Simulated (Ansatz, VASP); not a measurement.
**Two plane-wave programs on PbS**

INCAR

```
PREC = Accurate ; ENCUT = 500
EDIFF = 1E-6 ; ISMEAR = 0
SIGMA = 0.01 ; LREAL = F
LASPH = T ; NELM = 120
ALGO = Normal ; ISIF = 2
LWAVE = F ; LCHARG = F
NBANDS = 17 ; GGA_COMPAT = F
```

Contents of KPOINTS:

```
Automatic mesh
0
Gamma
  3 3 3
```

File POSCAR:

```
PbS
1.0
    4.0896980000      0.0000000000      0.0000000000
   -2.0448490000      3.5417820000      0.0000000000
    0.0000000000      0.0000000000      3.7881670000
Pb S
1 1
Direct
    0.0000000000      0.0000000000      0.0000000000
    0.6666666667      0.3333333333      0.5000000000
```

Input for Ansatz:

```yaml
crystal:
  lattice:
    - [4.089698, 0.0, 0.0]
    - [-2.044849, 3.541782, 0.0]
    - [0.0, 0.0, 3.788167]
  atoms:
    - { symbol: Pb, position: [0.0, 0.0, 0.0] }
    - { symbol: S, position: [0.6666666666666666, 0.3333333333333333, 0.5] }
kpoints:
  mp_grid:
    grid: [3, 3, 3]
hamiltonian:
  xc: lda
scf:
  occupations:
    method: fixed
output:
  eigenvalues: true
```

Alike in both runs: task single point; functional LDA; k mesh 3 × 3 × 3; no spin polarisation.

|  | VASP | Ansatz |
| --- | --- | --- |
| version | VASP 6.6.1 | Ansatz 0.2.0 |
| potentials or method | VASP PAW LDA potentials, release 64 (Pb_d, S) | plane waves, PAW |
| plane-wave cutoff (eV) | 500 | 420 |
| occupations | gaussian, width 0.01 eV | fixed |
| valence electrons in the cell | 20 | 20 |

|  | VASP | Ansatz | Ansatz less VASP |
| --- | --- | --- | --- |
| gap on the k mesh at the Fermi level (eV) | 0.57 | 0.59 | +0.022 |

LDA's correlation is that of Perdew and Zunger in VASP and of Perdew and Wang (1992) in Ansatz.

The k mesh is coarse, so the values compare programs but aren't converged. Spin-orbit coupling is off throughout.
